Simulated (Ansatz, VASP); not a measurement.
**Si: VASP beside Ansatz**

```
Si
1.0
     3.22143    0.00000    0.00000
     0.00000    7.15450    0.00000
     0.00000    0.00000    7.28663
Si
8
Direct
  0.24999 0.13422 0.13192
  0.74999 0.36578 0.63192
  0.24999 0.86578 0.86808
  0.25001 0.63422 0.63192
  0.25001 0.36578 0.36808
  0.75001 0.13422 0.86808
  0.75001 0.86578 0.13192
  0.74999 0.63422 0.36808
```

Alike in both runs: functional PBE; k mesh 6 × 4 × 4; occupations gaussian, width 0.1 eV; no spin polarisation.

Ansatz relaxed the structure, and its values are those at the end. VASP's run is a single point on that final structure, the one shown.

```csv
,VASP,Ansatz
version,VASP 6.6.1,Ansatz 0.2.0
potentials or method,"VASP PAW PBE potentials, release 64 (Si), cutoff 520 eV","scalar-relativistic, plane waves, PAW"
valence electrons in the cell,32,32
```

Ansatz gave:

| Property | Result |
| --- | --- |
| gap on the k mesh at the Fermi level (eV) | none |
| pressure (GPa) | 0.1 |
| rms of the force components (eV/Å) | 0.012 |

Question: What did VASP give for the same quantities?

Answer: gap on the k mesh at the Fermi level (eV): none; pressure (GPa): 0.1; rms of the force components (eV/Å): 0.011.

A gap of «none» marks a metal or a gap that the smearing closes. With one functional, cell and mesh, what is left measures potentials, basis and numerics.
